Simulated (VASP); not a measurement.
The system is Ta.

```
Ta
1.0
     3.86158    0.00000    0.00000
    -1.93079    3.34423    0.00000
     0.00000    0.00000    4.38110
Ta
3
Cartesian
  0.8704 0.0000 1.4604
  -0.4352 0.7538 2.9207
  1.4956 2.5904 0.0000
```

```yaml
Program: VASP 6.6.1
Task: relaxation of cell and atoms
Functional: PBE
Potentials_or_basis: VASP PAW PBE potentials, release 64 (Ta_pv)
Cutoff: 600 eV
k_mesh: 6 × 6 × 4
Occupations: gaussian, width 0.1 eV
Spin: no spin polarisation
```

At the start: pressure 52.9 GPa; volume 18.86 Å³/atom.

Q: Where does the relaxation end?

A: Over 44 steps the energy falls by 3496.3 meV/atom and the volume is 18.29 Å³/atom (-3.0 %); space group P3_121 (No. 152, to 0.1 Å) before, Im-3m (No. 229, to 0.1 Å).

The path:
```csv
step,energy change (eV),largest force (eV/Å),pressure (GPa),volume (Å³)
1,0.0000,12.3235,52.91,56.58
3,-5.5826,1.3526,-19.58,78.09
5,-5.8546,2.6028,-11.33,71.53
7,-7.0242,1.0183,6.51,59.57
9,-7.1433,0.1335,0.93,61.56
11,-7.2195,0.3658,-6.46,64.68
13,-7.2673,0.7772,-11.54,67.02
15,-7.2714,0.7940,-11.74,67.12
17,-7.2894,0.8618,-12.73,67.57
19,-7.3566,1.0543,-16.48,69.28
21,-7.4876,1.1691,-21.48,71.75
23,-7.8859,0.7022,-27.30,73.55
25,-8.0024,0.9036,-25.77,72.19
27,-9.5493,1.9848,-12.54,62.07
29,-9.5781,2.1471,-9.88,61.06
31,-10.0270,1.9109,-6.00,58.25
33,-10.2699,1.3323,3.29,54.60
35,-10.4722,0.0822,-3.00,55.77
37,-10.4861,0.1038,0.53,54.76
39,-10.4878,0.0819,0.01,54.89
41,-10.4882,0.0655,-0.33,54.97
43,-10.4886,0.0352,0.22,54.82
44,-10.4888,0.0139,0.09,54.86
```

Final structure:
```yaml
crystal:
  lattice:
    - [4.64154, 0.00000, 0.00000]
    - [-2.32077, 4.01969, 0.00000]
    - [0.00000, 0.00000, 2.94016]
  atoms:
    - { symbol: Ta, position: [0.33360, 0.00000, 0.33333] }
    - { symbol: Ta, position: [0.00000, 0.33360, 0.66667] }
    - { symbol: Ta, position: [0.66640, 0.66640, 0.00000] }
```

Caveat: a cell axis changed by over 15 % at a fixed basis, so the end point is rough.
